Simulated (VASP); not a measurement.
# TaN (Fm-3m) in VASP: a series of runs, part 2 of 2

VASP 6.6.1. The steps go on from the part before.

### 3 Single point, PBE

Input file INCAR:

```
PREC     = Accurate       # precision mode
ENCUT    = 520            # plane-wave cutoff, eV
EDIFF    = 1E-6           # SCF threshold, eV
ISMEAR   = 0              # smearing method
SIGMA    = 0.023          # smearing width, eV
LREAL    = F              # projectors in reciprocal space
LASPH    = T              # aspherical terms in the spheres
NELM     = 60             # most SCF steps
ALGO     = Normal         # electronic algorithm
ISIF     = 2              # what is computed and relaxed
LWAVE    = F              # write WAVECAR
LCHARG   = F              # write CHGCAR
GGA      = PE             # functional
NBANDS   = 15             # bands
```

Input file KPOINTS:

```
regular mesh
0
Gamma
  10 10 10
```

Input file POSCAR:

```
TaN
1.0
    0.0000000000      2.2113230000      2.2113230000
    2.2113230000      0.0000000000      2.2113230000
    2.2113230000      2.2113230000      0.0000000000
Ta N
1 1
Direct
    0.5000000000      0.5000000000      0.5000000000
    0.0000000000      0.0000000000      0.0000000000
```

Potentials or basis: VASP PAW PBE potentials, release 64 (Ta_pv, N).

Started as:

```bash
cat potpaw_PBE.64/Ta_pv/POTCAR potpaw_PBE.64/N/POTCAR > POTCAR
mpirun -np 1 vasp_std > vasp.out
```

OUTCAR:

```text
PREC = Accurate
   ENCUT = 520
   EDIFF = 1E-6
   ISMEAR = 0
   LREAL = F
   LASPH = T
   NELM = 60
   ISIF = 2
   GGA = PE

 ion  position               nearest neighbor table
   1  0.500  0.500  0.500-   2 2.21   2 2.21   2 2.21   2 2.21   2 2.21   2 2.21
   2  0.000  0.000  0.000-   1 2.21   1 2.21   1 2.21   1 2.21   1 2.21   1 2.21

  LATTYP: Found a face centered cubic cell.
 ALAT       =     4.4226460000

  Lattice vectors:

 A1 = (   0.0000000000,   2.2113230000,   2.2113230000)
 A2 = (   2.2113230000,   0.0000000000,   2.2113230000)
 A3 = (   2.2113230000,   2.2113230000,   0.0000000000)

Analysis of symmetry for initial positions (statically):
=====================================================================
 Subroutine PRICEL returns:
 Original cell was already a primitive cell.

 Routine SETGRP: Setting up the symmetry group for a
 face centered cubic supercell.

 Subroutine GETGRP returns: Found 48 space group operations
 (whereof 48 operations were pure point group operations)
 out of a pool of 48 trial point group operations.

The static configuration has the point symmetry O_h .

Analysis of symmetry for dynamics (positions and initial velocities):
=====================================================================
 Subroutine PRICEL returns:
 Original cell was already a primitive cell.

 Routine SETGRP: Setting up the symmetry group for a
 face centered cubic supercell.

 Subroutine GETGRP returns: Found 48 space group operations
 (whereof 48 operations were pure point group operations)
 out of a pool of 48 trial point group operations.

The dynamic configuration has the point symmetry O_h .

 Subroutine INISYM returns: Found 48 space group operations
 (whereof 48 operations are pure point group operations),
 and found     1 'primitive' translations

----------------------------------------------------------------------------------------

                                     Primitive cell

  volume of cell :      21.6265

  direct lattice vectors                    reciprocal lattice vectors
     0.000000000  2.211323000  2.211323000    -0.226108985  0.226108985  0.226108985
     2.211323000  0.000000000  2.211323000     0.226108985 -0.226108985  0.226108985
     2.211323000  2.211323000  0.000000000     0.226108985  0.226108985 -0.226108985

  length of vectors
     3.127282977  3.127282977  3.127282977     0.391632251  0.391632251  0.391632251

  position of ions in fractional coordinates (direct lattice)
     0.500000000  0.500000000  0.500000000
     0.000000000  0.000000000  0.000000000

  ion indices of the primitive-cell ions
   primitive index   ion index
                 1           1
                 2           2

----------------------------------------------------------------------------------------

 KPOINTS: regular mesh

Automatic generation of k-mesh.
 Grid dimensions read from file:
 generate k-points for:   10   10   10

 Generating k-lattice:

  Cartesian coordinates                     Fractional coordinates (reciprocal lattice)
    -0.022610899  0.022610899  0.022610899     0.100000000  0.000000000  0.000000000
     0.022610899 -0.022610899  0.022610899     0.000000000  0.100000000  0.000000000
     0.022610899  0.022610899 -0.022610899     0.000000000  0.000000000  0.100000000

  Length of vectors
     0.039163225  0.039163225  0.039163225

  Shift w.r.t. Gamma in fractional coordinates (k-lattice)
[... 36 lines left out ...]
   total plane-waves  NPLWV =  13824
   dimension x,y,z NGX =    24 NGY =   24 NGZ =   24
   dimension x,y,z NGXF=    48 NGYF=   48 NGZF=   48
   ions per type =               1   1
   NGX,Y,Z   is equivalent  to a cutoff of  12.76, 12.76, 12.76 a.u.
   NGXF,Y,Z  is equivalent  to a cutoff of  25.52, 25.52, 25.52 a.u.
 SYSTEM =  unknown system
   PREC   = accura    normal or accurate (medium, high low for compatibility)
   ISTART =      0    job   : 0-new  1-cont  2-samecut
   ICHARG =      2    charge: 1-file 2-atom 10-const
   ISPIN  =      1    spin polarized calculation?
   LNONCOLLINEAR =      F non collinear calculations
   LSORBIT =      F    spin-orbit coupling
   LASPH  =      T    aspherical Exc in radial PAW
   ENCUT  =  520.0 eV  38.22 Ry    6.18 a.u.   5.81  5.81  5.81*2*pi/ulx,y,z
   NELM   =     60;   NELMIN=  2; NELMDL= -5     # of ELM steps
   EDIFF  = 0.1E-05   stopping-criterion for ELM
   LREAL  =      F    real-space projection
   EDIFFG = 0.1E-04   stopping-criterion for IOM
   NSW    =      0    number of steps for IOM
   IBRION =     -1    ionic relax: 0-MD 1-quasi-New 2-CG
   NFREE  =      0    steps in history (QN), initial steepest desc. (CG)
   ISIF   =      2    stress and relaxation
   ISYM   =      2    0-nonsym 1-usesym 2-fastsym
   POTIM  = 0.5000    time-step for ionic-motion
   TEBEG  =    0.0;   TEEND  =   0.0 temperature during run
   PSTRESS=    0.0 pullay stress
   NELECT =      16.0000    total number of electrons
   NUPDOWN=      -1.0000    fix difference up-down
   EMIN   =  10.00;   EMAX   =-10.00  energy-range for DOS
   EFERMI =   0.00;   METHOD = LEGACY
   ISMEAR =     0;   SIGMA  =   0.02  broadening in eV -4-tet -1-fermi 0-gaus
   EFERMI_NEDOS =   21; number of points for ismear=-14 and -15
   IALGO  =     38    algorithm
   IMIX   =      4    mixing-type and parameters
     AMIX     =   0.40;   BMIX     =  1.00
     AMIX_MAG =   1.60;   BMIX_MAG =  1.00
  volume/ion in A,a.u.               =      10.81        72.97
  Fermi-wavevector in a.u.,A,eV,Ry     =   1.480651  2.798024 29.828417  2.192327
  Thomas-Fermi vector in A             =   2.594659
   LORBIT       =      0    0 simple, 1 ext, 2 COOP (PROOUT), +10 PAW based schemes
   GGA     = PE    functional components
   LHFCALC =     F    Hartree Fock is set to
   AEXX    =    0.0000 exact exchange contribution
   IVDW    =     0    specifies the selected vdW correction
   LEPSILON=     F    determine dielectric tensor
   LRPA    =     F    only Hartree local field effects (RPA)
 non-spin polarized calculation
 Gauss-broadening in eV      SIGMA  =   0.02
  energy-cutoff  :      520.00
  volume of cell :       21.63
 maximum number of plane-waves:       592
   NGX = 11   NGY = 11   NGZ = 11

 number of electron      16.0000003 magnetization

 Free energy of the ion-electron system (eV)
  ---------------------------------------------------
  ext. energy  EPLUGINS =         0.00000000
  ---------------------------------------------------
  free energy    TOTEN  =       -21.83890784 eV

  energy without entropy =      -21.83836473  energy(sigma->0) =      -21.83863628

 E-fermi :   9.4074     XC(G=0): -13.3449

 val. band max:        9.2908071846   @ k =  -0.2000   0.2000   0.0000
 cond. band min:       9.4075367547   @ k =   0.0000   0.0000   0.0000
 fundamental gap:      0.1167295701
 Fermi energy:         9.4074032816

 k-point     1 :       0.0000    0.0000    0.0000
  band No.  band energies     occupation
      1     -26.4715      2.00000
      2     -26.4715      2.00000
      3     -26.4715      2.00000
      4      -9.3587      2.00000
      5       5.5906      2.00000
      6       5.5906      2.00000
      7       5.5906      2.00000
      8       7.2891      2.00000
      9       7.2891      2.00000
     10       7.2891      2.00000
     11       9.4075      0.99345
     12       9.4075      0.99340
     13      10.7342      0.00000
     14      18.7519      0.00000
[... 401 lines left out ...]
      2     -26.6983      2.00000
      3     -26.6743      2.00000
      4      -7.8290      2.00000
      5       1.4936      2.00000
      6       3.5494      2.00000
      7       4.2153      2.00000
      8       5.5544      2.00000
      9      11.4687      0.00000
     10      12.1973      0.00000
     11      12.2761      0.00000
     12      13.0965      0.00000
     13      17.5752      0.00000
     14      19.8463      0.00000
     15      21.6682      0.00000

 [... further k-points ...]

------------------------ aborting loop because EDIFF is reached ----------------------------------------

  FORCE on cell =-STRESS in cart. coord.  units (eV):
  Direction    XX          YY          ZZ          XY          YZ          ZX
  --------------------------------------------------------------------------------------
  -------------------------------------------------------------------------------------
  Total       -0.0793267     -0.0793267     -0.0793267      0.0000000      0.0000000     -0.0000000
  in kB       -5.8768359     -5.8768359     -5.8768359      0.0000000      0.0000000     -0.0000000
  external PRESSURE =      -5.8768359 kB  Pullay stress =       0.0000000 kB

 VOLUME and BASIS-vectors are now :
 -----------------------------------------------------------------------------
  energy-cutoff  :      520.00
  volume of cell :       21.63
      direct lattice vectors                 reciprocal lattice vectors
     0.000000000  2.211323000  2.211323000    -0.226108985  0.226108985  0.226108985
     2.211323000  0.000000000  2.211323000     0.226108985 -0.226108985  0.226108985
     2.211323000  2.211323000  0.000000000     0.226108985  0.226108985 -0.226108985

 POSITION                                       TOTAL-FORCE (eV/Angst)
 -----------------------------------------------------------------------------------
      2.21132      2.21132      2.21132         0.000000      0.000000      0.000000
      0.00000      0.00000      0.00000         0.000000      0.000000      0.000000
 -----------------------------------------------------------------------------------
    total drift:                                0.000000     -0.000000     -0.000000

  FREE ENERGIE OF THE ION-ELECTRON SYSTEM (eV)
  ---------------------------------------------------
  free  energy   TOTEN  =       -21.8389078373 eV

  energy  without entropy=      -21.8383647252  energy(sigma->0) =      -21.83863628
```

It took 6.9 s on 1 thread of Intel Xeon Platinum 8559C (Emerald Rapids), shared host; peak memory 0.14 GiB.

What came out:

| Item | Value |
| --- | --- |
| Free energy | -21.8389 eV |
| Pressure | -0.6 GPa |
| Band gap on the k mesh | zero (band 8 reaches 11.20 eV, above the bottom of band 9 at 7.29 eV) |

Levels at points of the mesh, in eV from the Fermi level:
```csv
k point,band 5,band 6,band 7,band 8,band 9,band 10,band 11,band 12
"(0.00, 0.00, 0.00)",-3.82,-3.82,-3.82,-2.12,-2.12,-2.12,0.00,0.00
"(0.50, 0.00, 0.00)",-10.28,-7.50,-7.50,1.79,1.79,1.89,3.72,7.30
"(0.50, 0.50, 0.00)",-6.65,-5.41,-4.64,-4.64,2.00,3.38,3.38,4.30
```

Caveat: spin-orbit coupling is left out, which moves the levels of the heavy elements.

### 4 Single point, PBE

Input file INCAR:

```
SYSTEM = TaN
ALGO = Normal
EDIFF = 1E-6
ENCUT = 520
GGA = PE
ISIF = 2
ISMEAR = 0
LASPH = .TRUE.
LCHARG = .FALSE.
LREAL = .FALSE.
LWAVE = .FALSE.
NBANDS = 15
NELM = 100
PREC = Accurate
SIGMA = 0.024
```

Input file KPOINTS:

```
k-points
0
G
  10 10 10
  0 0 0
```

POSCAR is that of step 3.

Potentials or basis: VASP PAW PBE potentials, release 64 (Ta_pv, N).

Started as:

```bash
cat potpaw_PBE.64/Ta_pv/POTCAR potpaw_PBE.64/N/POTCAR > POTCAR
mpirun -np 1 vasp_std > vasp.out
```

OUTCAR:

```text
SYSTEM = TaN
   EDIFF = 1E-6
   ENCUT = 520
   GGA = PE
   ISIF = 2
   ISMEAR = 0
   LASPH = .TRUE.
   LREAL = .FALSE.
   NELM = 100
   PREC = Accurate

 ion  position               nearest neighbor table
   1  0.500  0.500  0.500-   2 2.21   2 2.21   2 2.21   2 2.21   2 2.21   2 2.21
   2  0.000  0.000  0.000-   1 2.21   1 2.21   1 2.21   1 2.21   1 2.21   1 2.21

  LATTYP: Found a face centered cubic cell.
 ALAT       =     4.4226460000

  Lattice vectors:

[... 620 lines left out ...]

  FORCE on cell =-STRESS in cart. coord.  units (eV):
  Direction    XX          YY          ZZ          XY          YZ          ZX
  --------------------------------------------------------------------------------------
  -------------------------------------------------------------------------------------
  Total       -0.0793078     -0.0793078     -0.0793078      0.0000000      0.0000000      0.0000000
  in kB       -5.8754323     -5.8754323     -5.8754323      0.0000000      0.0000000      0.0000000
  external PRESSURE =      -5.8754323 kB  Pullay stress =       0.0000000 kB

 VOLUME and BASIS-vectors are now :
 -----------------------------------------------------------------------------
  energy-cutoff  :      520.00
  volume of cell :       21.63
      direct lattice vectors                 reciprocal lattice vectors
     0.000000000  2.211323000  2.211323000    -0.226108985  0.226108985  0.226108985
     2.211323000  0.000000000  2.211323000     0.226108985 -0.226108985  0.226108985
     2.211323000  2.211323000  0.000000000     0.226108985  0.226108985 -0.226108985

 POSITION                                       TOTAL-FORCE (eV/Angst)
 -----------------------------------------------------------------------------------
      2.21132      2.21132      2.21132        -0.000000      0.000000     -0.000000
      0.00000      0.00000      0.00000         0.000000      0.000000      0.000000
 -----------------------------------------------------------------------------------
    total drift:                                0.000000     -0.000000     -0.000000

  FREE ENERGIE OF THE ION-ELECTRON SYSTEM (eV)
  ---------------------------------------------------
  free  energy   TOTEN  =       -21.8389314590 eV

  energy  without entropy=      -21.8383643565  energy(sigma->0) =      -21.83864791
```

stdout:

```text
POSCAR found type information on POSCAR TaN
 POSCAR found :  2 types and       2 ions
 scaLAPACK will be used
 LDA part: xc-table for (Slater+PW92), standard interpolation
 POSCAR, INCAR and KPOINTS ok, starting setup
 FFT: planning ... GRIDC
 FFT: planning ... GRID_SOFT
 FFT: planning ... GRID
 WAVECAR not read
 entering main loop
```

Run time: 8.7 s. Hardware: 1 thread of Intel Xeon Platinum 8559C (Emerald Rapids), shared host; peak memory 0.14 GiB.

Results:

* Free energy: -21.8389 eV
* Pressure: -0.6 GPa
* Band gap on the k mesh: zero (band 8 reaches 11.20 eV, above the bottom of band 9 at 7.29 eV)

Levels at points of the mesh, in eV from the Fermi level:
| k point | band 6 | band 7 | band 8 | band 9 | band 10 | band 11 |
| --- | --- | --- | --- | --- | --- | --- |
| (0.00, 0.00, 0.00) | -3.82 | -3.82 | -2.12 | -2.12 | -2.12 | 0.00 |
| (0.50, 0.00, 0.00) | -7.50 | -7.50 | 1.79 | 1.79 | 1.89 | 3.72 |
| (0.50, 0.50, 0.00) | -5.41 | -4.64 | -4.64 | 2.00 | 3.39 | 3.39 |

Caveat: spin-orbit coupling is left out, which moves the levels of the heavy elements.

### 5 Overview

```csv
smearing,gap on the mesh (eV),pressure (GPa)
gaussian 0.014 eV,none,-0.6
gaussian 0.023 eV,none,-0.6
gaussian 0.024 eV,none,-0.6
```

Alike in all rows: task single point; level PBE; potentials or basis VASP PAW PBE potentials, release 64 (Ta_pv, N); no spin polarisation; cell as given; k mesh 10 × 10 × 10; cutoff (eV) 520.

Every run on the cell as given and a fine mesh finds a metal.

Caveats: spin-orbit coupling is left out, which moves the levels of the heavy elements.

Total energies depend on the potentials used, so only differences within one code and one set of settings carry meaning.
